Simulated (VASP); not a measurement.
# Tl (P6_3/mmc) in VASP: single point with PBE

Aim: the single point of Tl with PBE.

Program: VASP 6.6.1. These are calculated values, not measurements. Logs are shortened: lines on timing, memory, paths and dates and some standing lists are left out, and cuts for length are marked.

**1. The cell of the first run**

It takes space group P6_3/mmc (No. 194, hexagonal). Conventional cell: a = 3.612 Å, b = 3.612 Å, c = 5.565 Å, α = 90.00°, β = 90.00°, γ = 120.00°. Within 4.6 Å of Tl (site symmetry -6m2) lie 12 Tl at 3.48 to 3.61 Å.

**2. Single point, PBE**

The input, INCAR:

```
SYSTEM = Tl
PREC = Accurate ; ENCUT = 520
EDIFF = 1E-6 ; ISMEAR = 0
SIGMA = 0.1 ; LREAL = .FALSE.
LASPH = .TRUE. ; NELM = 80
ALGO = Normal ; ISIF = 2
LWAVE = .FALSE. ; LCHARG = .FALSE.
GGA = PE ; NBANDS = 20
```

The input, KPOINTS:

```
regular mesh
0
G
  12 12 6
  0 0 0
```

The input, POSCAR:

```
Tl
1.0
    3.6124296590      0.0000000000      0.0000000000
   -1.8062148295      3.1284558541      0.0000000000
    0.0000000000      0.0000000000      5.5652678597
Tl
2
Direct
    0.3333333333      0.6666666667      0.7500000000
    0.6666666667      0.3333333333      0.2500000000
```

Potentials or basis: VASP PAW PBE potentials, release 64 (Tl_d).

Run with:

```console
$ cat potpaw_PBE.64/Tl_d/POTCAR > POTCAR
$ mpirun -np 1 vasp_std > vasp.out
```

OUTCAR:

```text
SYSTEM = Tl
   PREC = Accurate
   ENCUT = 520
   EDIFF = 1E-6
   ISMEAR = 0
   LREAL = .FALSE.
   LASPH = .TRUE.
   NELM = 80
   ISIF = 2
   GGA = PE

 ion  position               nearest neighbor table
   1  0.333  0.667  0.750-   2 3.48   2 3.48   2 3.48   2 3.48   2 3.48   2 3.48
   2  0.667  0.333  0.250-   1 3.48   1 3.48   1 3.48   1 3.48   1 3.48   1 3.48

  LATTYP: Found a hexagonal cell.
 ALAT       =     3.6124296590
 C/A-ratio  =     1.5405885747

  Lattice vectors:

 A1 = (   3.6124296590,   0.0000000000,   0.0000000000)
 A2 = (  -1.8062148295,   3.1284558541,   0.0000000000)
 A3 = (   0.0000000000,   0.0000000000,   5.5652678597)

Analysis of symmetry for initial positions (statically):
=====================================================================
 Subroutine PRICEL returns:
 Original cell was already a primitive cell.

 Routine SETGRP: Setting up the symmetry group for a
 hexagonal supercell.

 Subroutine GETGRP returns: Found 24 space group operations
 (whereof 12 operations were pure point group operations)
 out of a pool of 24 trial point group operations.

The static configuration has the point symmetry D_3d.
 The point group associated with its full space group is D_6h.

Analysis of symmetry for dynamics (positions and initial velocities):
=====================================================================
 Subroutine PRICEL returns:
 Original cell was already a primitive cell.

 Routine SETGRP: Setting up the symmetry group for a
 hexagonal supercell.

 Subroutine GETGRP returns: Found 24 space group operations
 (whereof 12 operations were pure point group operations)
 out of a pool of 24 trial point group operations.

The dynamic configuration has the point symmetry D_3d.
 The point group associated with its full space group is D_6h.

 Subroutine INISYM returns: Found 24 space group operations
 (whereof 12 operations are pure point group operations),
 and found     1 'primitive' translations

----------------------------------------------------------------------------------------

                                     Primitive cell

  volume of cell :      62.8949

  direct lattice vectors                    reciprocal lattice vectors
     3.612429659  0.000000000  0.000000000     0.276821999  0.159823256  0.000000000
    -1.806214830  3.128455854  0.000000000     0.000000000  0.319646511  0.000000000
     0.000000000  0.000000000  5.565267860     0.000000000  0.000000000  0.179685871

  length of vectors
     3.612429659  3.612429659  5.565267860     0.319646511  0.319646511  0.179685871

  position of ions in fractional coordinates (direct lattice)
     0.333333333  0.666666667  0.750000000
     0.666666667  0.333333333  0.250000000

  ion indices of the primitive-cell ions
   primitive index   ion index
                 1           1
                 2           2

----------------------------------------------------------------------------------------

 KPOINTS: regular mesh

Automatic generation of k-mesh.
 Grid dimensions read from file:
 generate k-points for:   12   12    6

 Generating k-lattice:

  Cartesian coordinates                     Fractional coordinates (reciprocal lattice)
     0.023068500  0.013318605  0.000000000     0.083333333  0.000000000  0.000000000
     0.000000000  0.026637209  0.000000000     0.000000000  0.083333333  0.000000000
     0.000000000  0.000000000  0.029947645     0.000000000  0.000000000  0.166666667

  Length of vectors
     0.026637209  0.026637209  0.029947645

  Shift w.r.t. Gamma in fractional coordinates (k-lattice)
     0.000000000  0.000000000  0.000000000

 Subroutine IBZKPT returns following result:
 ===========================================

 Found     76 irreducible k-points:

 Following reciprocal coordinates:
            Coordinates               Weight
  0.000000  0.000000  0.000000      1.000000
  0.083333  0.000000  0.000000      6.000000
  0.166667 -0.000000  0.000000      6.000000
  0.250000 -0.000000  0.000000      6.000000
  0.333333  0.000000  0.000000      6.000000
  0.416667 -0.000000  0.000000      6.000000
[... 16 lines left out ...]
  0.250000 -0.000000  0.166667     12.000000
  0.333333  0.000000  0.166667     12.000000
 [... further k-points ...]
   k-points           NKPTS =     76   k-points in BZ     NKDIM =     76   number of bands    NBANDS=     20
   number of dos      NEDOS =    301   number of ions     NIONS =      2
   total plane-waves  NPLWV =  32928
   dimension x,y,z NGX =    28 NGY =   28 NGZ =   42
   dimension x,y,z NGXF=    56 NGYF=   56 NGZF=   84
   ions per type =               2
   NGX,Y,Z   is equivalent  to a cutoff of  12.89, 12.89, 12.55 a.u.
   NGXF,Y,Z  is equivalent  to a cutoff of  25.77, 25.77, 25.09 a.u.
 SYSTEM =  Tl
   PREC   = accura    normal or accurate (medium, high low for compatibility)
   ISTART =      0    job   : 0-new  1-cont  2-samecut
   ICHARG =      2    charge: 1-file 2-atom 10-const
   ISPIN  =      1    spin polarized calculation?
   LNONCOLLINEAR =      F non collinear calculations
   LSORBIT =      F    spin-orbit coupling
   LASPH  =      T    aspherical Exc in radial PAW
   ENCUT  =  520.0 eV  38.22 Ry    6.18 a.u.   6.72  6.72 10.35*2*pi/ulx,y,z
   NELM   =     80;   NELMIN=  2; NELMDL= -5     # of ELM steps
   EDIFF  = 0.1E-05   stopping-criterion for ELM
   LREAL  =      F    real-space projection
   EDIFFG = 0.1E-04   stopping-criterion for IOM
   NSW    =      0    number of steps for IOM
   IBRION =     -1    ionic relax: 0-MD 1-quasi-New 2-CG
   NFREE  =      0    steps in history (QN), initial steepest desc. (CG)
   ISIF   =      2    stress and relaxation
   ISYM   =      2    0-nonsym 1-usesym 2-fastsym
   POTIM  = 0.5000    time-step for ionic-motion
   TEBEG  =    0.0;   TEEND  =   0.0 temperature during run
   PSTRESS=    0.0 pullay stress
   NELECT =      26.0000    total number of electrons
   NUPDOWN=      -1.0000    fix difference up-down
   EMIN   =  10.00;   EMAX   =-10.00  energy-range for DOS
   EFERMI =   0.00;   METHOD = LEGACY
   ISMEAR =     0;   SIGMA  =   0.10  broadening in eV -4-tet -1-fermi 0-gaus
   EFERMI_NEDOS =   21; number of points for ismear=-14 and -15
   IALGO  =     38    algorithm
   IMIX   =      4    mixing-type and parameters
     AMIX     =   0.40;   BMIX     =  1.00
     AMIX_MAG =   1.60;   BMIX_MAG =  1.00
  volume/ion in A,a.u.               =      31.45       212.22
  Fermi-wavevector in a.u.,A,eV,Ry     =   1.219535  2.304586 20.235463  1.487265
  Thomas-Fermi vector in A             =   2.354783
   LORBIT       =      0    0 simple, 1 ext, 2 COOP (PROOUT), +10 PAW based schemes
   GGA     = PE    functional components
   LHFCALC =     F    Hartree Fock is set to
   AEXX    =    0.0000 exact exchange contribution
   IVDW    =     0    specifies the selected vdW correction
   LEPSILON=     F    determine dielectric tensor
   LRPA    =     F    only Hartree local field effects (RPA)
 non-spin polarized calculation
 Gauss-broadening in eV      SIGMA  =   0.10
  energy-cutoff  :      520.00
  volume of cell :       62.89
 maximum number of plane-waves:      1725
 NGX is ok and might be reduce to    28
   NGX = 13   NGY = 13   NGZ = 21

 number of electron      26.0000006 magnetization

 Free energy of the ion-electron system (eV)
  ---------------------------------------------------
  ext. energy  EPLUGINS =         0.00000000
  ---------------------------------------------------
  free energy    TOTEN  =        -4.46416861 eV

  energy without entropy =       -4.46137311  energy(sigma->0) =       -4.46277086

 E-fermi :   5.6100     XC(G=0):  -9.7206

 val. band max:        5.5716098698   @ k =   0.2500   0.2500   0.1667
 cond. band min:       5.6694223594   @ k =   0.2500   0.2500   0.3333
 fundamental gap:      0.0978124897
 Fermi energy:         5.6099792845

 k-point     1 :       0.0000    0.0000    0.0000
  band No.  band energies     occupation
      1      -6.0008      2.00000
      2      -5.8323      2.00000
      3      -5.8323      2.00000
      4      -5.8135      2.00000
      5      -5.7868      2.00000
      6      -5.7868      2.00000
[... 12 lines left out ...]
     19      15.4751      0.00000
     20      16.3588      0.00000

 k-point     2 :       0.0833    0.0000    0.0000
  band No.  band energies     occupation
      1      -5.9873      2.00000
      2      -5.8613      2.00000
      3      -5.8109      2.00000
      4      -5.7884      2.00000
      5      -5.7878      2.00000
      6      -5.7864      2.00000
[... 12 lines left out ...]
     19      15.9837      0.00000
     20      16.2358      0.00000

 k-point     3 :       0.1667   -0.0000    0.0000
  band No.  band energies     occupation
      1      -5.9802      2.00000
      2      -5.8741      2.00000
      3      -5.8219      2.00000
      4      -5.8152      2.00000
      5      -5.7845      2.00000
      6      -5.7522      2.00000
[... 12 lines left out ...]
     19      14.9289      0.00000
     20      17.0295      0.00000

 k-point     4 :       0.2500   -0.0000    0.0000
  band No.  band energies     occupation
      1      -6.0178      2.00000
      2      -5.8745      2.00000
      3      -5.8660      2.00000
      4      -5.8493      2.00000
      5      -5.7629      2.00000
      6      -5.6716      2.00000
[... 12 lines left out ...]
     19      14.3998      0.00000
     20      16.1487      0.00000

 k-point     5 :       0.3333    0.0000    0.0000
  band No.  band energies     occupation
      1      -6.0648      2.00000
      2      -5.9340      2.00000
      3      -5.8813      2.00000
      4      -5.8809      2.00000
      5      -5.7198      2.00000
      6      -5.6373      2.00000
[... 12 lines left out ...]
     19      13.8143      0.00000
     20      15.5266      0.00000

 k-point     6 :       0.4167   -0.0000    0.0000
  band No.  band energies     occupation
      1      -6.0994      2.00000
      2      -5.9804      2.00000
      3      -5.9027      2.00000
      4      -5.9003      2.00000
      5      -5.6869      2.00000
      6      -5.6640      2.00000
[... 12 lines left out ...]
     19      13.3982      0.00000
     20      15.1527      0.00000

 k-point     7 :       0.5000   -0.0000    0.0000
  band No.  band energies     occupation
      1      -6.1119      2.00000
      2      -5.9978      2.00000
      3      -5.9105      2.00000
      4      -5.9080      2.00000
      5      -5.6751      2.00000
      6      -5.6728      2.00000
[... 12 lines left out ...]
     19      13.2507      0.00000
     20      15.0278      0.00000
[... 277 lines left out ...]
 k-point    20 :       0.0000    0.0000    0.1667
  band No.  band energies     occupation
      1      -5.9840      2.00000
      2      -5.8649      2.00000
      3      -5.8649      2.00000
      4      -5.8183      2.00000
      5      -5.8028      2.00000
      6      -5.8028      2.00000
[... 12 lines left out ...]
     19      15.4790      0.00000
     20      15.5075      0.00000

 k-point    21 :       0.0833    0.0000    0.1667
  band No.  band energies     occupation
      1      -5.9725      2.00000
      2      -5.8728      2.00000
      3      -5.8512      2.00000
      4      -5.8220      2.00000
      5      -5.8017      2.00000
      6      -5.7828      2.00000
[... 12 lines left out ...]
     19      15.6037      0.00000
     20      16.1253      0.00000

 k-point    22 :       0.1667   -0.0000    0.1667
  band No.  band energies     occupation
      1      -5.9724      2.00000
      2      -5.8687      2.00000
      3      -5.8482      2.00000
      4      -5.8302      2.00000
      5      -5.7975      2.00000
      6      -5.7272      2.00000
[... 12 lines left out ...]
     19      15.0990      0.00000
     20      16.3386      0.00000

 k-point    23 :       0.2500   -0.0000    0.1667
  band No.  band energies     occupation
      1      -6.0095      2.00000
      2      -5.9060      2.00000
      3      -5.8567      2.00000
      4      -5.8368      2.00000
      5      -5.7640      2.00000
      6      -5.6601      2.00000
[... 12 lines left out ...]
     19      14.3845      0.00000
     20      15.5679      0.00000

 k-point    24 :       0.3333    0.0000    0.1667
  band No.  band energies     occupation
      1      -6.0521      2.00000
      2      -5.9686      2.00000
      3      -5.8670      2.00000
      4      -5.8576      2.00000
      5      -5.7305      2.00000
      6      -5.6740      2.00000
[... 12 lines left out ...]
     19      13.6751      0.00000
     20      14.9677      0.00000

 [... further k-points ...]

------------------------ aborting loop because EDIFF is reached ----------------------------------------

  FORCE on cell =-STRESS in cart. coord.  units (eV):
  Direction    XX          YY          ZZ          XY          YZ          ZX
  --------------------------------------------------------------------------------------
  -------------------------------------------------------------------------------------
  Total       -0.0513152     -0.0513152      0.1291069      0.0000000     -0.0000000      0.0000000
  in kB       -1.3071970     -1.3071970      3.2888526      0.0000000     -0.0000000      0.0000000
  external PRESSURE =       0.2248195 kB  Pullay stress =       0.0000000 kB

 VOLUME and BASIS-vectors are now :
 -----------------------------------------------------------------------------
  energy-cutoff  :      520.00
  volume of cell :       62.89
      direct lattice vectors                 reciprocal lattice vectors
     3.612429659  0.000000000  0.000000000     0.276821999  0.159823256  0.000000000
    -1.806214830  3.128455854  0.000000000     0.000000000  0.319646511  0.000000000
     0.000000000  0.000000000  5.565267860     0.000000000  0.000000000  0.179685871

 POSITION                                       TOTAL-FORCE (eV/Angst)
 -----------------------------------------------------------------------------------
     -0.00000      2.08564      4.17395         0.000000     -0.000000      0.000000
      1.80621      1.04282      1.39132        -0.000000      0.000000      0.000000
 -----------------------------------------------------------------------------------
    total drift:                               -0.000000      0.000000      0.000000

  FREE ENERGIE OF THE ION-ELECTRON SYSTEM (eV)
  ---------------------------------------------------
  free  energy   TOTEN  =        -4.4641686128 eV

  energy  without entropy=       -4.4613731093  energy(sigma->0) =       -4.46277086
```

It took 46 s on 1 thread of AMD EPYC 7R13 (Zen 3), shared host; peak memory 0.19 GiB.

Results:

- Free energy: -4.4642 eV
- Pressure: 0.0 GPa
- Band gap on the k mesh: zero (bands 13 and 14 overlap by 5.52 eV)

Levels at points of the mesh, in eV from the Fermi level:
```tsv
k point	band 11	band 12	band 13	band 14	band 15	band 16
(0.00, 0.00, 0.00)	-9.42	-4.81	-2.33	6.96	6.96	8.95
(0.50, 0.00, 0.00)	-5.83	-4.67	-0.60	0.79	1.38	3.43
(0.00, 0.00, 0.50)	-8.06	-8.06	3.54	3.54	7.93	7.93
(0.50, 0.00, 0.50)	-4.84	-4.84	-1.96	-1.96	5.04	5.04
```

Caveat: spin-orbit coupling is left out, which moves the levels of the heavy elements.
